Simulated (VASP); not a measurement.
# RbH6Pt (P6/mmm) in VASP: a series of runs

Runs on RbH6Pt. Level: PBE. Tasks: single point.

All numbers are computed with VASP 6.6.1; they aren't measurements. Logs are shortened: lines on timing, memory, paths and dates and some standing lists are left out, and cuts for length are marked.

## Step 1: The cell of the first run

It takes space group P6/mmm (No. 191, hexagonal). The conventional cell has a = 4.534 Å, b = 4.534 Å, c = 5.371 Å, α = 90.00°, β = 90.00°, γ = 120.00°. Rb (site symmetry 6/mmm) has 12 H at 2.36 Å and 2 Pt at 2.69 Å within 3.1 Å. H (site symmetry mm2) has 3 H at 1.15 to 1.29 Å within 1.5 Å. Within 3.6 Å of Pt (site symmetry 6/mmm) lie 2 Rb at 2.69 Å and 24 H at 3.57 Å.

The cell was generated, and may not be a known phase.

## Step 2: Single point, PBE

Input file INCAR:

```
SYSTEM = RbH6Pt
PREC = Accurate
ENCUT = 520
EDIFF = 1E-6
ISMEAR = 0
SIGMA = 0.1
LREAL = .FALSE.
LASPH = .TRUE.
NELM = 80
ALGO = Normal
ISIF = 2
LWAVE = .FALSE.
LCHARG = .FALSE.
GGA = PE
NBANDS = 22
```

Input file KPOINTS:

```
regular mesh
0
G
  6 6 4
  0 0 0
```

Input file POSCAR:

```
RbH6Pt
1.0
    4.5337683500      0.0000000000      0.0000000000
   -2.2668841800      3.9263585700      0.0000000000
    0.0000000000      0.0000000000      5.3713102600
Rb H Pt
1 6 1
Direct
    0.0000000000      0.0000000000      0.0000000000
    0.5821506100      0.4178493900      0.0000000000
    0.5821506100      0.1643012200      0.0000000000
    0.8356987800      0.4178493900      0.0000000000
    0.4178493900      0.5821506100      0.0000000000
    0.4178493900      0.8356987800      0.0000000000
    0.1643012200      0.5821506100      0.0000000000
    0.0000000000      0.0000000000      0.5000000000
```

Potentials or basis: VASP PAW PBE potentials, release 64 (Rb_sv, H, Pt).

Launch:

```console
cat potpaw_PBE.64/Rb_sv/POTCAR potpaw_PBE.64/H/POTCAR potpaw_PBE.64/Pt/POTCAR > POTCAR
mpirun -np 1 vasp_std > vasp.out
```

OUTCAR:

```text
SYSTEM = RbH6Pt
   PREC = Accurate
   ENCUT = 520
   EDIFF = 1E-6
   ISMEAR = 0
   LREAL = .FALSE.
   LASPH = .TRUE.
   NELM = 80
   ISIF = 2
   GGA = PE

 ion  position               nearest neighbor table
   1  0.000  0.000  0.000-   3 2.36   6 2.36   5 2.36   2 2.36   3 2.36   6 2.36   5 2.36   2 2.36
                             7 2.36   4 2.36   7 2.36   4 2.36   8 2.69   8 2.69   4 3.28   7 3.28
   2  0.582  0.418  0.000-   1 2.36   1 2.36   1 3.28
   3  0.582  0.164  0.000-   1 2.36   1 2.36   1 3.28
   4  0.836  0.418  0.000-   1 2.36   1 2.36   1 3.28
   5  0.418  0.582  0.000-   1 2.36   1 2.36   1 3.28
   6  0.418  0.836  0.000-   1 2.36   1 2.36   1 3.28
   7  0.164  0.582  0.000-   1 2.36   1 2.36   1 3.28
   8  0.000  0.000  0.500-   1 2.69   1 2.69

  LATTYP: Found a hexagonal cell.
 ALAT       =     4.5337683500
 C/A-ratio  =     1.1847341649

  Lattice vectors:

 A1 = (   4.5337683500,   0.0000000000,   0.0000000000)
 A2 = (  -2.2668841800,   3.9263585700,   0.0000000000)
 A3 = (   0.0000000000,   0.0000000000,   5.3713102600)

Analysis of symmetry for initial positions (statically):
=====================================================================
 Subroutine PRICEL returns:
 Original cell was already a primitive cell.

 Routine SETGRP: Setting up the symmetry group for a
 hexagonal supercell.

 Subroutine GETGRP returns: Found 24 space group operations
 (whereof 24 operations were pure point group operations)
 out of a pool of 24 trial point group operations.

The static configuration has the point symmetry D_6h.

Analysis of symmetry for dynamics (positions and initial velocities):
=====================================================================
 Subroutine PRICEL returns:
 Original cell was already a primitive cell.

 Routine SETGRP: Setting up the symmetry group for a
 hexagonal supercell.

 Subroutine GETGRP returns: Found 24 space group operations
 (whereof 24 operations were pure point group operations)
 out of a pool of 24 trial point group operations.

The dynamic configuration has the point symmetry D_6h.

 Subroutine INISYM returns: Found 24 space group operations
 (whereof 24 operations are pure point group operations),
 and found     1 'primitive' translations

----------------------------------------------------------------------------------------

                                     Primitive cell

  volume of cell :      95.6158

  direct lattice vectors                    reciprocal lattice vectors
     4.533768350  0.000000000  0.000000000     0.220567070  0.127344457  0.000000000
    -2.266884180  3.926358570  0.000000000     0.000000000  0.254688914  0.000000000
     0.000000000  0.000000000  5.371310260     0.000000000  0.000000000  0.186174313

  length of vectors
     4.533768350  4.533768356  5.371310260     0.254688914  0.254688914  0.186174313

  position of ions in fractional coordinates (direct lattice)
     0.000000000  0.000000000  0.000000000
     0.582150610  0.417849390  0.000000000
     0.582150610  0.164301220  0.000000000
     0.835698780  0.417849390  0.000000000
     0.417849390  0.582150610  0.000000000
     0.417849390  0.835698780  0.000000000
     0.164301220  0.582150610  0.000000000
     0.000000000  0.000000000  0.500000000

  ion indices of the primitive-cell ions
   primitive index   ion index
                 1           1
                 2           2
                 3           3
                 4           4
                 5           5
                 6           6
                 7           7
                 8           8

----------------------------------------------------------------------------------------

 KPOINTS: regular mesh

Automatic generation of k-mesh.
 Grid dimensions read from file:
 generate k-points for:    6    6    4

 Generating k-lattice:

  Cartesian coordinates                     Fractional coordinates (reciprocal lattice)
     0.036761178  0.021224076  0.000000000     0.166666667 -0.000000000  0.000000000
     0.000000000  0.042448152  0.000000000     0.000000000  0.166666667  0.000000000
     0.000000000  0.000000000  0.046543578     0.000000000  0.000000000  0.250000000

  Length of vectors
     0.042448152  0.042448152  0.046543578

  Shift w.r.t. Gamma in fractional coordinates (k-lattice)
     0.000000000  0.000000000  0.000000000

 Subroutine IBZKPT returns following result:
 ===========================================

 Found     21 irreducible k-points:

 Following reciprocal coordinates:
            Coordinates               Weight
  0.000000  0.000000  0.000000      1.000000
  0.166667 -0.000000  0.000000      6.000000
  0.333333  0.000000  0.000000      6.000000
  0.500000  0.000000  0.000000      3.000000
  0.166667  0.166667  0.000000      6.000000
  0.333333  0.166667  0.000000     12.000000
[... 13 lines left out ...]
  0.333333  0.166667  0.500000     12.000000
  0.333333  0.333333  0.500000      2.000000
   k-points           NKPTS =     21   k-points in BZ     NKDIM =     21   number of bands    NBANDS=     22
   number of dos      NEDOS =    301   number of ions     NIONS =      8
   total plane-waves  NPLWV =  51840
   dimension x,y,z NGX =    36 NGY =   36 NGZ =   40
   dimension x,y,z NGXF=    72 NGYF=   72 NGZF=   80
   ions per type =               1   6   1
   NGX,Y,Z   is equivalent  to a cutoff of  13.20, 13.20, 12.38 a.u.
   NGXF,Y,Z  is equivalent  to a cutoff of  26.40, 26.40, 24.76 a.u.
 SYSTEM =  RbH6Pt
   PREC   = accura    normal or accurate (medium, high low for compatibility)
   ISTART =      0    job   : 0-new  1-cont  2-samecut
   ICHARG =      2    charge: 1-file 2-atom 10-const
   ISPIN  =      1    spin polarized calculation?
   LNONCOLLINEAR =      F non collinear calculations
   LSORBIT =      F    spin-orbit coupling
   LASPH  =      T    aspherical Exc in radial PAW
   ENCUT  =  520.0 eV  38.22 Ry    6.18 a.u.   8.43  8.43  9.99*2*pi/ulx,y,z
   NELM   =     80;   NELMIN=  2; NELMDL= -5     # of ELM steps
   EDIFF  = 0.1E-05   stopping-criterion for ELM
   LREAL  =      F    real-space projection
   EDIFFG = 0.1E-04   stopping-criterion for IOM
   NSW    =      0    number of steps for IOM
   IBRION =     -1    ionic relax: 0-MD 1-quasi-New 2-CG
   NFREE  =      0    steps in history (QN), initial steepest desc. (CG)
   ISIF   =      2    stress and relaxation
   ISYM   =      2    0-nonsym 1-usesym 2-fastsym
   POTIM  = 0.5000    time-step for ionic-motion
   TEBEG  =    0.0;   TEEND  =   0.0 temperature during run
   PSTRESS=    0.0 pullay stress
   NELECT =      25.0000    total number of electrons
   NUPDOWN=      -1.0000    fix difference up-down
   EMIN   =  10.00;   EMAX   =-10.00  energy-range for DOS
   EFERMI =   0.00;   METHOD = LEGACY
   ISMEAR =     0;   SIGMA  =   0.10  broadening in eV -4-tet -1-fermi 0-gaus
   EFERMI_NEDOS =   21; number of points for ismear=-14 and -15
   IALGO  =     38    algorithm
   IMIX   =      4    mixing-type and parameters
     AMIX     =   0.40;   BMIX     =  1.00
     AMIX_MAG =   1.60;   BMIX_MAG =  1.00
  volume/ion in A,a.u.               =      11.95        80.66
  Fermi-wavevector in a.u.,A,eV,Ry     =   1.046835  1.978232 14.910135  1.095864
  Thomas-Fermi vector in A             =   2.181690
   LORBIT       =      0    0 simple, 1 ext, 2 COOP (PROOUT), +10 PAW based schemes
   GGA     = PE    functional components
   LHFCALC =     F    Hartree Fock is set to
   AEXX    =    0.0000 exact exchange contribution
   IVDW    =     0    specifies the selected vdW correction
   LEPSILON=     F    determine dielectric tensor
   LRPA    =     F    only Hartree local field effects (RPA)
 non-spin polarized calculation
 Gauss-broadening in eV      SIGMA  =   0.10
  energy-cutoff  :      520.00
  volume of cell :       95.62
 maximum number of plane-waves:      2612
 NGX is ok and might be reduce to    36
   NGX = 17   NGY = 17   NGZ = 19

 number of electron      24.9999999 magnetization

 Free energy of the ion-electron system (eV)
  ---------------------------------------------------
  ext. energy  EPLUGINS =         0.00000000
  ---------------------------------------------------
  free energy    TOTEN  =       -18.52746711 eV

  energy without entropy =      -18.50951745  energy(sigma->0) =      -18.51849228

 E-fermi :   0.3568     XC(G=0):  -8.3872

 val. band max:        0.3383707466   @ k =   0.3333   0.0000   0.2500
 cond. band min:       0.6173944094   @ k =   0.5000   0.0000   0.0000
 fundamental gap:      0.2790236628
 Fermi energy:         0.3568369442

 k-point     1 :       0.0000    0.0000    0.0000
  band No.  band energies     occupation
      1     -25.6341      2.00000
      2     -10.0896      2.00000
      3      -9.9917      2.00000
      4      -9.8701      2.00000
      5      -9.8701      2.00000
      6      -4.9577      2.00000
[... 14 lines left out ...]
     21      10.6677      0.00000
     22      10.8992      0.00000

 k-point     2 :       0.1667   -0.0000    0.0000
  band No.  band energies     occupation
      1     -25.6237      2.00000
      2     -10.9188      2.00000
      3     -10.0781      2.00000
      4      -9.9321      2.00000
      5      -8.7293      2.00000
      6      -5.7491      2.00000
[... 14 lines left out ...]
     21       9.7542      0.00000
     22      10.9869      0.00000

 k-point     3 :       0.3333    0.0000    0.0000
  band No.  band energies     occupation
      1     -25.6025      2.00000
      2     -11.5391      2.00000
      3     -10.0551      2.00000
      4     -10.0499      2.00000
      5      -7.8491      2.00000
      6      -6.4109      2.00000
[... 14 lines left out ...]
     21       8.8921      0.00000
     22      10.5381      0.00000

 k-point     4 :       0.5000    0.0000    0.0000
  band No.  band energies     occupation
      1     -25.5919      2.00000
      2     -11.7489      2.00000
      3     -10.1059      2.00000
      4     -10.0435      2.00000
      5      -7.7947      2.00000
      6      -6.2676      2.00000
[... 14 lines left out ...]
     21       8.7388      0.00000
     22       9.6246      0.00000

 k-point     5 :       0.1667    0.1667    0.0000
  band No.  band energies     occupation
      1     -25.6078      2.00000
      2     -11.3580      2.00000
      3     -10.1800      2.00000
      4     -10.0609      2.00000
      5      -7.8002      2.00000
      6      -6.4025      2.00000
[... 14 lines left out ...]
     21       9.0056      0.00000
     22      11.0915      0.00000

 k-point     6 :       0.3333    0.1667    0.0000
  band No.  band energies     occupation
      1     -25.5919      2.00000
      2     -11.5845      2.00000
      3     -10.5209      2.00000
      4     -10.0436      2.00000
      5      -7.2051      2.00000
      6      -6.4693      2.00000
[... 14 lines left out ...]
     21       8.8568      0.00000
     22      10.7018      0.00000

 k-point     7 :       0.3333    0.3333    0.0000
  band No.  band energies     occupation
      1     -25.5866      2.00000
      2     -11.2142      2.00000
      3     -11.2142      2.00000
      4     -10.0378      2.00000
      5      -6.5688      2.00000
      6      -6.5688      2.00000
[... 249 lines left out ...]
      6      -6.4081      2.00000
[... 14 lines left out ...]
     21       9.7801      0.00000
     22      11.4543      0.00000

 k-point    18 :       0.5000    0.0000    0.5000
  band No.  band energies     occupation
      1     -25.5698      2.00000
      2     -11.7585      2.00000
      3     -10.5077      2.00000
      4     -10.1286      2.00000
      5      -7.7803      2.00000
      6      -6.2724      2.00000
[... 14 lines left out ...]
     21       9.2000      0.00000
     22       9.6456      0.00000

 k-point    19 :       0.1667    0.1667    0.5000
  band No.  band energies     occupation
      1     -25.5857      2.00000
      2     -11.3660      2.00000
      3     -10.5273      2.00000
      4     -10.2010      2.00000
      5      -7.8007      2.00000
      6      -6.3942      2.00000
[... 14 lines left out ...]
     21       9.6450      0.00000
     22      10.4345      0.00000

 k-point    20 :       0.3333    0.1667    0.5000
  band No.  band energies     occupation
      1     -25.5698      2.00000
      2     -11.5944      2.00000
      3     -10.5382      2.00000
      4     -10.5078      2.00000
      5      -7.1995      2.00000
      6      -6.4709      2.00000
[... 14 lines left out ...]
     21       9.6268      0.00000
     22      10.5254      0.00000

 k-point    21 :       0.3333    0.3333    0.5000
  band No.  band energies     occupation
      1     -25.5645      2.00000
      2     -11.2264      2.00000
      3     -11.2264      2.00000
      4     -10.5013      2.00000
      5      -6.5699      2.00000
      6      -6.5699      2.00000
[... 14 lines left out ...]
     21      10.0603      0.00000
     22      10.0603      0.00000

------------------------ aborting loop because EDIFF is reached ----------------------------------------

  FORCE on cell =-STRESS in cart. coord.  units (eV):
  Direction    XX          YY          ZZ          XY          YZ          ZX
  --------------------------------------------------------------------------------------
  -------------------------------------------------------------------------------------
  Total        4.2400158      4.2400158      3.4105163     -0.0000000      0.0000000      0.0000000
  in kB       71.0474567     71.0474568     57.1480192     -0.0000001      0.0000000      0.0000000
  external PRESSURE =      66.4143109 kB  Pullay stress =       0.0000000 kB

 VOLUME and BASIS-vectors are now :
 -----------------------------------------------------------------------------
  energy-cutoff  :      520.00
  volume of cell :       95.62
      direct lattice vectors                 reciprocal lattice vectors
     4.533768350  0.000000000  0.000000000     0.220567070  0.127344457  0.000000000
    -2.266884180  3.926358570  0.000000000     0.000000000  0.254688914  0.000000000
     0.000000000  0.000000000  5.371310260     0.000000000  0.000000000  0.186174313

 POSITION                                       TOTAL-FORCE (eV/Angst)
 -----------------------------------------------------------------------------------
      0.00000      0.00000      0.00000        -0.000000      0.000000      0.000000
      1.69212      1.64063      0.00000        -1.586249      0.915821     -0.000000
      2.26688      0.64511      0.00000         0.000000     -1.831643      0.000000
      2.84165      1.64063      0.00000         1.586249      0.915821     -0.000000
      0.57476      2.28573      0.00000         1.586249     -0.915821      0.000000
     -0.00000      3.28125      0.00000        -0.000000      1.831643     -0.000000
     -0.57476      2.28573      0.00000        -1.586249     -0.915821      0.000000
      0.00000      0.00000      2.68566        -0.000000      0.000000      0.000000
 -----------------------------------------------------------------------------------
    total drift:                               -0.000000      0.000000     -0.000000

  FREE ENERGIE OF THE ION-ELECTRON SYSTEM (eV)
  ---------------------------------------------------
  free  energy   TOTEN  =       -18.5274671073 eV

  energy  without entropy=      -18.5095174550  energy(sigma->0) =      -18.51849228
```

It took 68 s on 1 thread of Oxide Virtual Turin-like, shared host; peak memory 0.2 GiB.

Results:

```yaml
Free_energy: -18.5275 eV
Pressure: 6.6 GPa
Largest_force: 1.832 eV/Å
Band_gap_on_the_k_mesh: zero (an odd number of electrons rules out a gap without spin polarisation)
```

Forces on the atoms (eV/Å):
```
Rb   0.000  0.000  0.000
H   -1.586  0.916  0.000
H    0.000 -1.832  0.000
H    1.586  0.916  0.000
H    1.586 -0.916  0.000
H    0.000  1.832  0.000
H   -1.586 -0.916  0.000
Pt   0.000  0.000  0.000
```

Caveat: the cell stands under pressure; spin-orbit coupling is left out, which moves the levels of the heavy elements; an odd number of electrons without spin polarisation forces a metal; a magnetic or distorted state may lie lower.

## Step 3: Single point, PBE

This run uses another cell than the first one, of 35.82 Å³/atom.

Input file INCAR:

```
SYSTEM = RbH6Pt
PREC = Accurate
ENCUT = 520
EDIFF = 1E-6
ISMEAR = 0
SIGMA = 0.1
LREAL = .FALSE.
LASPH = .TRUE.
NELM = 100
ALGO = Fast
ISIF = 2
LWAVE = .FALSE.
LCHARG = .TRUE.
GGA = PE
LELF = .TRUE.
LVHAR = .TRUE.
NBANDS = 22
```

Input file KPOINTS:

```
Automatic mesh
0
G
  6 6 6
  0 0 0
```

Input file POSCAR:

```
RbH6Pt
1.0
    7.4165686535      0.0000000000      0.0000000000
   -3.7082843267      6.4229368628      0.0000000000
    0.0000000000      0.0000000000      6.0162075770
Rb H Pt
1 6 1
Direct
    0.0000000000      0.0000000000      0.0000000000
    0.5292240410      0.4707759590      0.0000000000
    0.5292240410      0.0584480820      0.0000000000
    0.9415519180      0.4707759590      0.0000000000
    0.4707759590      0.5292240410      0.0000000000
    0.4707759590      0.9415519180      0.0000000000
    0.0584480820      0.5292240410      0.0000000000
    0.0000000000      0.0000000000      0.5000000000
```

Potentials or basis: VASP PAW PBE potentials, release 64 (Rb_sv, H, Pt).

Launch:

```console
cat potpaw_PBE.64/Rb_sv/POTCAR potpaw_PBE.64/H/POTCAR potpaw_PBE.64/Pt/POTCAR > POTCAR
mpirun -np 1 vasp_std > vasp.out
```

It took 6.8 min on 1 thread of Oxide Virtual Turin-like, shared host; peak memory 0.46 GiB.

It converged, with:

```
Free energy            : -24.4453 eV
Pressure               : 0.0 GPa
Largest force          : 0.015 eV/Å
Band gap on the k mesh : zero (an odd number of electrons rules out a gap without spin polarisation)
```

Forces in eV/Å, atoms in the order of the input:
```
Rb   0.000  0.000  0.000
H   -0.013  0.007  0.000
H    0.000 -0.015  0.000
H    0.013  0.007  0.000
H    0.013 -0.007  0.000
H    0.000  0.015  0.000
H   -0.013 -0.007  0.000
Pt   0.000  0.000  0.000
```

Levels at points of the mesh, in eV from the Fermi level:
| k point | band 11 | band 12 | band 13 | band 14 | band 15 | band 16 |
| --- | --- | --- | --- | --- | --- | --- |
| (0.00, 0.00, 0.00) | -0.15 | -0.08 | -0.08 | 3.07 | 3.94 | 3.94 |
| (0.50, 0.00, 0.00) | -0.12 | -0.09 | -0.08 | 3.46 | 3.57 | 4.07 |
| (0.00, 0.00, 0.50) | -0.08 | -0.08 | 0.27 | 3.19 | 3.39 | 3.99 |
| (0.50, 0.00, 0.50) | -0.08 | -0.07 | 0.32 | 3.03 | 3.05 | 3.76 |

Caveat: spin-orbit coupling is left out, which moves the levels of the heavy elements; an odd number of electrons without spin polarisation forces a metal; a magnetic or distorted state may lie lower.

The gap in the log of VASP goes by the Fermi energy; the results here count the filled bands.